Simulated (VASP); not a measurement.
A run of VASP 6.6.1 is set up as follows.

File INCAR:

```
PREC = Accurate
ENCUT = 520
EDIFF = 1E-6
ISMEAR = 0
SIGMA = 0.1
LREAL = False
LASPH = True
NELM = 100
ALGO = Normal
ISIF = 2
LWAVE = False
LCHARG = False
GGA = PE
NBANDS = 16
```

KPOINTS

```
Automatic mesh
0
Gamma
  8 8 4
```

The input POSCAR:

```
C
1.0
    1.2855863400     -2.1746659400      0.0000000000
    1.2855863400      2.1746659400      0.0000000000
    0.0000000000      0.0000000000      4.0578600900
C
4
Direct
    0.3250481200      0.6749518800      0.5023464900
    0.6749518800      0.3250481200      0.0023464900
    0.3376626400      0.6623373600      0.8840838400
    0.6623373600      0.3376626400      0.3840838400
```

Potentials or basis: VASP PAW PBE potentials, release 64 (C).

The run is started by

```sh
$ cat potpaw_PBE.64/C/POTCAR > POTCAR
$ mpirun -np 1 vasp_std > vasp.out
```

(1) What does it give for the pressure?

(2) Estimate the largest force.

(3) Estimate the band gap on the k mesh.

## Answers

(1) 4.5 GPa.

(2) 1.262 eV/Å.

(3) 3.27 eV, indirect (least direct gap 4.58 eV).

Caveat: forces of over 1 eV/Å act on the atoms, so gaps and moduli don't describe the material at rest.
